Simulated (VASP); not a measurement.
# Co3Sn2 (P-6m2) in VASP: single point with PBEsol

Aim: the single point of Co3Sn2 with PBEsol.

Everything below comes from runs of VASP 6.6.1. Logs are shortened: lines on timing, memory, paths and dates and some standing lists are left out, and cuts for length are marked.

## Step 1: The cell of the first run

Symmetry: P-6m2, No. 187, hexagonal system. The conventional cell has a = 4.223 Å, b = 4.223 Å, c = 5.067 Å, α = 90.00°, β = 90.00°, γ = 120.00°. Co (site symmetry 3m) has 5 Co at 2.50 to 2.76 Å and 6 Sn at 2.74 to 2.76 Å within 3.3 Å. Co (site symmetry -6m2) has 5 Sn at 2.44 to 2.53 Å and 6 Co at 2.76 Å within 3.2 Å. Within 3.3 Å of Sn (site symmetry -6m2) lie 8 Co at 2.53 to 2.74 Å. Within 3.2 Å of Sn (site symmetry -6m2) lie 9 Co at 2.44 to 2.76 Å.

## Step 2: Single point, PBEsol

INCAR reads:

```
PREC = Accurate
ENCUT = 520
EDIFF = 1E-6
ISMEAR = 0
SIGMA = 0.1
LREAL = F
LASPH = T
NELM = 100
ALGO = Fast
ISIF = 2
LWAVE = F
LCHARG = F
GGA = PS
NBANDS = 36
```

KPOINTS reads:

```
Automatic mesh
0
Gamma
  12 12 8
```

POSCAR reads:

```
Co3Sn2
1.0
    4.2229921449      0.0000000000      0.0000000000
   -2.1114960725      3.6572184775      0.0000000000
    0.0000000000      0.0000000000      5.0668540000
Co Sn
3 2
Direct
    0.0000000000      0.0000000000      0.7463570000
    0.0000000000      0.0000000000      0.2536430000
    0.6666666667      0.3333333333      0.0000000000
    0.6666666667      0.3333333333      0.5000000000
    0.3333333333      0.6666666667      0.0000000000
```

Potentials or basis: VASP PAW PBE potentials, release 64 (Co, Sn_d).

The run is started by

```console
$ cat potpaw_PBE.64/Co/POTCAR potpaw_PBE.64/Sn_d/POTCAR > POTCAR
$ mpirun -np 1 vasp_std > vasp.out
```

OUTCAR:

```text
PREC = Accurate
   ENCUT = 520
   EDIFF = 1E-6
   ISMEAR = 0
   LREAL = F
   LASPH = T
   NELM = 100
   ISIF = 2
   GGA = PS

 ion  position               nearest neighbor table
   1  0.000  0.000  0.746-   2 2.50   2 2.57   4 2.74   4 2.74   4 2.74   5 2.76   3 2.76   3 2.76
                             5 2.76   5 2.76   3 2.76
   2  0.000  0.000  0.254-   1 2.50   1 2.57   4 2.74   4 2.74   4 2.74   3 2.76   5 2.76   3 2.76
                             5 2.76   5 2.76   3 2.76
   3  0.667  0.333  0.000-   5 2.44   5 2.44   5 2.44   4 2.53   4 2.53   1 2.76   2 2.76   1 2.76
                             2 2.76   1 2.76   2 2.76
   4  0.667  0.333  0.500-   3 2.53   3 2.53   1 2.74   2 2.74   1 2.74   2 2.74   1 2.74   2 2.74
                             5 3.52   5 3.52   5 3.52   5 3.52   5 3.52   5 3.52
   5  0.333  0.667  0.000-   3 2.44   3 2.44   3 2.44   1 2.76   2 2.76   2 2.76   1 2.76   2 2.76
                             1 2.76   4 3.52   4 3.52   4 3.52   4 3.52   4 3.52   4 3.52

  LATTYP: Found a hexagonal cell.
 ALAT       =     4.2229921449
 C/A-ratio  =     1.1998255801

  Lattice vectors:

 A1 = (   4.2229921449,   0.0000000000,   0.0000000000)
 A2 = (  -2.1114960725,   3.6572184775,   0.0000000000)
 A3 = (   0.0000000000,   0.0000000000,   5.0668540000)

Analysis of symmetry for initial positions (statically):
=====================================================================
 Subroutine PRICEL returns:
 Original cell was already a primitive cell.

 Routine SETGRP: Setting up the symmetry group for a
 hexagonal supercell.

 Subroutine GETGRP returns: Found 12 space group operations
 (whereof 12 operations were pure point group operations)
 out of a pool of 24 trial point group operations.

The static configuration has the point symmetry D_3h.

Analysis of symmetry for dynamics (positions and initial velocities):
=====================================================================
 Subroutine PRICEL returns:
 Original cell was already a primitive cell.

 Routine SETGRP: Setting up the symmetry group for a
 hexagonal supercell.

 Subroutine GETGRP returns: Found 12 space group operations
 (whereof 12 operations were pure point group operations)
 out of a pool of 24 trial point group operations.

The dynamic configuration has the point symmetry D_3h.

 Subroutine INISYM returns: Found 12 space group operations
 (whereof 12 operations are pure point group operations),
 and found     1 'primitive' translations

----------------------------------------------------------------------------------------

                                     Primitive cell

  volume of cell :      78.2545

  direct lattice vectors                    reciprocal lattice vectors
     4.222992145  0.000000000  0.000000000     0.236798925  0.136715923  0.000000000
    -2.111496073  3.657218477  0.000000000     0.000000000  0.273431846  0.000000000
     0.000000000  0.000000000  5.066854000     0.000000000  0.000000000  0.197361124

  length of vectors
     4.222992145  4.222992145  5.066854000     0.273431846  0.273431846  0.197361124

  position of ions in fractional coordinates (direct lattice)
     0.000000000  0.000000000  0.746357000
     0.000000000  0.000000000  0.253643000
     0.666666667  0.333333333  0.000000000
     0.666666667  0.333333333  0.500000000
     0.333333333  0.666666667  0.000000000

  ion indices of the primitive-cell ions
   primitive index   ion index
                 1           1
                 2           2
                 3           3
                 4           4
                 5           5

----------------------------------------------------------------------------------------

 KPOINTS: Automatic mesh

Automatic generation of k-mesh.
 Grid dimensions read from file:
 generate k-points for:   12   12    8

 Generating k-lattice:

  Cartesian coordinates                     Fractional coordinates (reciprocal lattice)
     0.019733244  0.011392994  0.000000000     0.083333333 -0.000000000  0.000000000
     0.000000000  0.022785987  0.000000000     0.000000000  0.083333333  0.000000000
     0.000000000  0.000000000  0.024670140     0.000000000  0.000000000  0.125000000

  Length of vectors
     0.022785987  0.022785987  0.024670140

  Shift w.r.t. Gamma in fractional coordinates (k-lattice)
     0.000000000  0.000000000  0.000000000

 Subroutine IBZKPT returns following result:
 ===========================================

 Found     95 irreducible k-points:

 Following reciprocal coordinates:
            Coordinates               Weight
  0.000000  0.000000  0.000000      1.000000
  0.083333  0.000000  0.000000      6.000000
  0.166667  0.000000  0.000000      6.000000
  0.250000  0.000000  0.000000      6.000000
  0.333333  0.000000  0.000000      6.000000
  0.416667  0.000000  0.000000      6.000000
[... 16 lines left out ...]
  0.250000  0.000000  0.125000     12.000000
  0.333333  0.000000  0.125000     12.000000
 [... further k-points ...]
   k-points           NKPTS =     95   k-points in BZ     NKDIM =     95   number of bands    NBANDS=     36
   number of dos      NEDOS =    301   number of ions     NIONS =      5
   total plane-waves  NPLWV =  40960
   dimension x,y,z NGX =    32 NGY =   32 NGZ =   40
   dimension x,y,z NGXF=    64 NGYF=   64 NGZF=   80
   ions per type =               3   2
   NGX,Y,Z   is equivalent  to a cutoff of  12.60, 12.60, 13.12 a.u.
   NGXF,Y,Z  is equivalent  to a cutoff of  25.19, 25.19, 26.25 a.u.
 SYSTEM =  unknown system
   PREC   = accura    normal or accurate (medium, high low for compatibility)
   ISTART =      0    job   : 0-new  1-cont  2-samecut
   ICHARG =      2    charge: 1-file 2-atom 10-const
   ISPIN  =      1    spin polarized calculation?
   LNONCOLLINEAR =      F non collinear calculations
   LSORBIT =      F    spin-orbit coupling
   LASPH  =      T    aspherical Exc in radial PAW
   ENCUT  =  520.0 eV  38.22 Ry    6.18 a.u.   7.85  7.85  9.42*2*pi/ulx,y,z
   NELM   =    100;   NELMIN=  2; NELMDL= -5     # of ELM steps
   EDIFF  = 0.1E-05   stopping-criterion for ELM
   LREAL  =      F    real-space projection
   EDIFFG = 0.1E-04   stopping-criterion for IOM
   NSW    =      0    number of steps for IOM
   IBRION =     -1    ionic relax: 0-MD 1-quasi-New 2-CG
   NFREE  =      0    steps in history (QN), initial steepest desc. (CG)
   ISIF   =      2    stress and relaxation
   ISYM   =      2    0-nonsym 1-usesym 2-fastsym
   POTIM  = 0.5000    time-step for ionic-motion
   TEBEG  =    0.0;   TEEND  =   0.0 temperature during run
   PSTRESS=    0.0 pullay stress
   NELECT =      55.0000    total number of electrons
   NUPDOWN=      -1.0000    fix difference up-down
   EMIN   =  10.00;   EMAX   =-10.00  energy-range for DOS
   EFERMI =   0.00;   METHOD = LEGACY
   ISMEAR =     0;   SIGMA  =   0.10  broadening in eV -4-tet -1-fermi 0-gaus
   EFERMI_NEDOS =   21; number of points for ismear=-14 and -15
   IALGO  =     68    algorithm
   IMIX   =      4    mixing-type and parameters
     AMIX     =   0.40;   BMIX     =  1.00
     AMIX_MAG =   1.60;   BMIX_MAG =  1.00
  volume/ion in A,a.u.               =      15.65       105.62
  Fermi-wavevector in a.u.,A,eV,Ry     =   1.455546  2.750583 28.825487  2.118614
  Thomas-Fermi vector in A             =   2.572568
   LORBIT       =      0    0 simple, 1 ext, 2 COOP (PROOUT), +10 PAW based schemes
   GGA     = PS    functional components
   LHFCALC =     F    Hartree Fock is set to
   AEXX    =    0.0000 exact exchange contribution
   IVDW    =     0    specifies the selected vdW correction
   LEPSILON=     F    determine dielectric tensor
   LRPA    =     F    only Hartree local field effects (RPA)
 non-spin polarized calculation
 RMM-DIIS sequential band-by-band and
 Gauss-broadening in eV      SIGMA  =   0.10
  energy-cutoff  :      520.00
  volume of cell :       78.25
 maximum number of plane-waves:      2124
 NGX is ok and might be reduce to    32
   NGX = 15   NGY = 15   NGZ = 19

 number of electron      55.0000020 magnetization

 Free energy of the ion-electron system (eV)
  ---------------------------------------------------
  ext. energy  EPLUGINS =         0.00000000
  ---------------------------------------------------
  free energy    TOTEN  =       -31.42825069 eV

  energy without entropy =      -31.38103469  energy(sigma->0) =      -31.40464269

 E-fermi :   9.5790     XC(G=0): -12.2131

 val. band max:        9.5765384402   @ k =   0.2500   0.2500   0.0000
 cond. band min:       9.5819656668   @ k =   0.0833   0.0000   0.1250
 fundamental gap:      0.0054272266
 Fermi energy:         9.5790183529

 k-point     1 :       0.0000    0.0000    0.0000
  band No.  band energies     occupation
      1     -11.4613      2.00000
      2     -11.4134      2.00000
      3     -11.4134      2.00000
      4     -11.3413      2.00000
      5     -11.3413      2.00000
      6     -11.2886      2.00000
[... 28 lines left out ...]
     35      14.8189      0.00000
     36      16.0990      0.00000

 k-point     2 :       0.0833    0.0000    0.0000
  band No.  band energies     occupation
      1     -11.4604      2.00000
      2     -11.4141      2.00000
      3     -11.4130      2.00000
      4     -11.3436      2.00000
      5     -11.3406      2.00000
      6     -11.2870      2.00000
[... 28 lines left out ...]
     35      15.3119      0.00000
     36      16.0220      0.00000

 k-point     3 :       0.1667    0.0000    0.0000
  band No.  band energies     occupation
      1     -11.4578      2.00000
      2     -11.4160      2.00000
      3     -11.4121      2.00000
      4     -11.3493      2.00000
      5     -11.3386      2.00000
      6     -11.2832      2.00000
[... 28 lines left out ...]
     35      15.3713      0.00000
     36      16.4767      0.00000

 k-point     4 :       0.2500    0.0000    0.0000
  band No.  band energies     occupation
      1     -11.4542      2.00000
      2     -11.4184      2.00000
      3     -11.4115      2.00000
      4     -11.3564      2.00000
      5     -11.3359      2.00000
      6     -11.2787      2.00000
[... 28 lines left out ...]
     35      16.0609      0.00000
     36      16.5490      0.00000

 k-point     5 :       0.3333    0.0000    0.0000
  band No.  band energies     occupation
      1     -11.4507      2.00000
      2     -11.4209      2.00000
      3     -11.4117      2.00000
      4     -11.3629      2.00000
      5     -11.3332      2.00000
      6     -11.2749      2.00000
[... 655 lines left out ...]
 k-point    22 :       0.1667    0.0000    0.1250
  band No.  band energies     occupation
      1     -11.4571      2.00000
      2     -11.4147      2.00000
      3     -11.4118      2.00000
      4     -11.3500      2.00000
      5     -11.3401      2.00000
      6     -11.2810      2.00000
[... 28 lines left out ...]
     35      15.3740      0.00000
     36      16.1771      0.00000

 k-point    23 :       0.2500    0.0000    0.1250
  band No.  band energies     occupation
      1     -11.4536      2.00000
      2     -11.4167      2.00000
      3     -11.4115      2.00000
      4     -11.3562      2.00000
      5     -11.3371      2.00000
      6     -11.2767      2.00000
[... 28 lines left out ...]
     35      15.6109      0.00000
     36      16.7700      0.00000

 k-point    24 :       0.3333    0.0000    0.1250
  band No.  band energies     occupation
      1     -11.4501      2.00000
      2     -11.4186      2.00000
      3     -11.4118      2.00000
      4     -11.3618      2.00000
      5     -11.3341      2.00000
      6     -11.2730      2.00000
[... 28 lines left out ...]
     35      15.3807      0.00000
     36      17.4158      0.00000

 [... further k-points ...]
[... 5 lines left out ...]
  --------------------------------------------------------------------------------------
  -------------------------------------------------------------------------------------
  Total       -4.3695064     -4.3695064     -2.6556440      0.0000000      0.0000000      0.0000000
  in kB      -89.4609274    -89.4609274    -54.3714446      0.0000000      0.0000000      0.0000000
  external PRESSURE =     -77.7644331 kB  Pullay stress =       0.0000000 kB

 VOLUME and BASIS-vectors are now :
 -----------------------------------------------------------------------------
  energy-cutoff  :      520.00
  volume of cell :       78.25
      direct lattice vectors                 reciprocal lattice vectors
     4.222992145  0.000000000  0.000000000     0.236798925  0.136715923  0.000000000
    -2.111496073  3.657218477  0.000000000     0.000000000  0.273431846  0.000000000
     0.000000000  0.000000000  5.066854000     0.000000000  0.000000000  0.197361124

 POSITION                                       TOTAL-FORCE (eV/Angst)
 -----------------------------------------------------------------------------------
      0.00000      0.00000      3.78168         0.000000     -0.000000      0.215540
      0.00000      0.00000      1.28517         0.000000     -0.000000     -0.215540
      2.11150      1.21907      0.00000         0.000000      0.000000      0.000000
      2.11150      1.21907      2.53343         0.000000      0.000000      0.000000
     -0.00000      2.43815      0.00000        -0.000000      0.000000      0.000000
 -----------------------------------------------------------------------------------
    total drift:                               -0.000003      0.000002     -0.000000

  FREE ENERGIE OF THE ION-ELECTRON SYSTEM (eV)
  ---------------------------------------------------
  free  energy   TOTEN  =       -31.4282506930 eV

  energy  without entropy=      -31.3810346908  energy(sigma->0) =      -31.40464269
```

Wall time 5 min (1 thread of Intel Xeon Platinum 8488C (Sapphire Rapids), shared host); peak memory 0.35 GiB.

What came out:

| Quantity | Value |
| --- | --- |
| Free energy | -31.4283 eV |
| Pressure | -7.8 GPa |
| Largest force | 0.216 eV/Å |

Forces on the atoms (eV/Å):
```
Co   0.000  0.000  0.216
Co   0.000  0.000 -0.216
Co   0.000  0.000  0.000
Sn   0.000  0.000  0.000
Sn   0.000  0.000  0.000
```

Caveat: the PAW data sets were made with another functional, which shifts forces and pressure a little; spin-orbit coupling is left out, which moves the levels of the heavy elements.
